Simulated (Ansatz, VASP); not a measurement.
**One calculation of AlN, two programs**

Contents of INCAR:

```
PREC = Accurate ; ENCUT = 600
EDIFF = 1E-7 ; ISMEAR = 1
SIGMA = 0.01 ; LREAL = False
LASPH = True ; NELM = 80
ALGO = Normal ; ISIF = 3
LWAVE = False ; LCHARG = False
GGA = PE ; IBRION = 2
NSW = 80 ; EDIFFG = -0.01
```

The input KPOINTS:

```
Automatic mesh
0
Gamma
  10 10 5
```

The input POSCAR:

```
AlN
1.0
    3.1130000000      0.0000000000      0.0000000000
   -1.5565000000      2.6959400000      0.0000000000
    0.0000000000      0.0000000000      4.9810000000
Al N
2 2
Direct
    0.3333333333      0.6666666667      0.0000000000
    0.6666666667      0.3333333333      0.5000000000
    0.3333333333      0.6666666667      0.3800000000
    0.6666666667      0.3333333333      0.8800000000
```

Input for Ansatz:

```yaml
crystal:
  lattice:
    - [3.113, 0.0, 0.0]
    - [-1.5565, 2.69594, 0.0]
    - [0.0, 0.0, 4.981]
  atoms:
    - { symbol: Al, position: [0.3333333333333333, 0.6666666666666666, 0.0] }
    - { symbol: Al, position: [0.6666666666666666, 0.3333333333333333, 0.5] }
    - { symbol: "N", position: [0.3333333333333333, 0.6666666666666666, 0.38] }
    - { symbol: "N", position: [0.6666666666666666, 0.3333333333333333, 0.88] }
kpoints:
  mp_grid:
    grid: [10, 10, 5]
scf:
  convergence:
    dr2_threshold: 1.0e-07
  occupations:
    method: cold
    width: 0.01
relax:
  cell: {}
```

Alike in both runs: task relaxation of cell and atoms; functional PBE; k mesh 10 × 10 × 5; no spin polarisation.

|  | VASP | Ansatz |
| --- | --- | --- |
| version | VASP 6.6.1 | Ansatz 0.2.0 |
| potentials or method | VASP PAW PBE potentials, release 64 (Al, N) | plane waves, PAW |
| plane-wave cutoff (eV) | 600 | 420 |
| occupations | methfessel-paxton of order 1, width 0.01 eV | cold, width 0.01 eV |
| valence electrons in the cell | 16 | 16 |

|  | VASP | Ansatz | Ansatz less VASP |
| --- | --- | --- | --- |
| relaxed volume (Å³/atom) | 10.62 | 10.65 | +0.021 |
| relaxed cell length with the largest relative difference (Å) | 3.127 | 3.130 | +0.0029 |

Ansatz's warnings: stress scf threshold loose.
